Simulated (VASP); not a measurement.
Write the native input for VASP 6.6.1 that does the following.

- Task: relaxation of cell and atoms
- Functional: PBE
- Potentials or basis: VASP PAW PBE potentials, release 64 (Cd, S)
- Cutoff: 600 eV
- k mesh: 6 × 6 × 6
- Occupations: gaussian, width 0.01 eV
- Spin: no spin polarisation
- Target pressure: 10 GPa
- Dipole correction: no
- Further INCAR settings: ALGO = Normal; EDIFF = 1e-06; IBRION = 2; EDIFFG = -0.01; NSW = 80; ISIF = 3

The structure of CdS (Hawleyite) lies in POSCAR:

```
CdS
1.0
    0.0000000000      2.9165000000      2.9165000000
    2.9165000000      0.0000000000      2.9165000000
    2.9165000000      2.9165000000      0.0000000000
Cd S
1 1
Direct
    0.0000000000      0.0000000000      0.0000000000
    0.2500000000      0.2500000000      0.2500000000
```

These files were run (other wordings do the same):

INCAR

```
SYSTEM = CdS
  PREC = Accurate
  ENCUT = 600
  EDIFF = 1E-6
  ISMEAR = 0
  SIGMA = 0.01
  LREAL = .False.
  LASPH = .True.
  NELM = 100
  ALGO = Normal
  ISIF = 3
  LWAVE = .False.
  LCHARG = .False.
  GGA = PE
  IBRION = 2
  NSW = 80
  EDIFFG = -0.01
  PSTRESS = 100.0
```

KPOINTS

```
Automatic mesh
0
Gamma
  6 6 6
  0 0 0
```

Potentials or basis: VASP PAW PBE potentials, release 64 (Cd, S).

The run is started by

```console
$ cat potpaw_PBE.64/Cd/POTCAR potpaw_PBE.64/S/POTCAR > POTCAR
$ mpirun -np 1 vasp_std > vasp.out
```

Results of the run:

| Quantity | Value |
| --- | --- |
| Relaxed volume | 22.80 Å³/atom |
| Relaxed cell | a = 4.010 Å, b = 4.010 Å, c = 4.010 Å, α = 60.00°, β = 60.00°, γ = 60.00° |
| Space group after relaxing (to 0.05 Å) | F-43m (No. 216) |
| Energy change on relaxing (the enthalpy is what falls) | +80.1 meV/atom |
| Ionic steps | 4 |
| Pressure after relaxing | 10.0 GPa |
| Band gap on the k mesh | 1.33 eV, direct |

Caveat: the cell is relaxed towards a set pressure, so the enthalpy falls and the energy may rise.

Run time: 74 s on 1 thread of AMD EPYC 7R13 Processor (Zen 3) (shared host), peak memory 0.16 GiB.
